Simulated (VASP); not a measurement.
SiNi2: single point with PBE

The system is SiNi2.

```
CELL_PARAMETERS angstrom
3.86794 0.00000 0.00000
0.00000 6.69947 0.00000
0.00000 0.00000 5.07743
ATOMIC_POSITIONS crystal
Si 0.25000 0.61463 0.28699
Si 0.75000 0.38537 0.71301
Si 0.25000 0.88537 0.78699
Si 0.75000 0.11463 0.21301
Ni 0.25000 0.29612 0.45942
Ni 0.75000 0.70388 0.54058
Ni 0.25000 0.20388 0.95942
Ni 0.75000 0.79612 0.04058
Ni 0.25000 0.93965 0.33064
Ni 0.75000 0.06035 0.66936
Ni 0.25000 0.56035 0.83064
Ni 0.75000 0.43965 0.16936
```

```yaml
Program: VASP 6.6.1
Task: single point
Functional: PBE
Potentials_or_basis: VASP PAW PBE potentials, release 64 (Si, Ni)
Cutoff: 520 eV
k_mesh: 9 × 5 × 7
Occupations: tetrahedron
Spin: no spin polarisation
Dipole_correction: no
Further_INCAR_settings: ALGO = Fast; EDIFF = 1e-06; NBANDS = 60
```

```
Pressure               : 2.8 GPa
Largest force          : 0.523 eV/Å
Band gap on the k mesh : zero (bands 48 and 49 overlap by 1.74 eV)
```

Forces on the atoms (eV/Å):
```
Si   0.000 -0.474 -0.220
Si   0.000  0.474  0.220
Si   0.000  0.474 -0.220
Si   0.000 -0.474  0.220
Ni   0.000  0.076  0.177
Ni   0.000 -0.076 -0.177
Ni   0.000 -0.076  0.177
Ni   0.000  0.076 -0.177
Ni   0.000  0.246  0.061
Ni   0.000 -0.246 -0.061
Ni   0.000 -0.246  0.061
Ni   0.000  0.246 -0.061
```

Stress tensor (GPa, compression positive):
```
-6.13  0.00  0.00
 0.00 15.79  0.00
 0.00  0.00 -1.20
```

Levels at points of the mesh, in eV from the Fermi level:
```tsv
k point	band 44	band 45	band 46	band 47	band 48	band 49	band 50	band 51	band 52	band 53
(0.00, 0.00, 0.00)	-1.09	-0.99	-0.95	-0.55	-0.19	0.82	0.94	2.51	2.71	2.80
```

It took 5.3 min on 1 thread of AMD EPYC 9R45 96-Core Processor (Zen 5) (shared host), peak memory 0.44 GiB.

Caveat: tetrahedron occupations give inexact forces and stress in metals. Spin polarisation is off, so any magnetic state and its effect on volume and gap are missing.
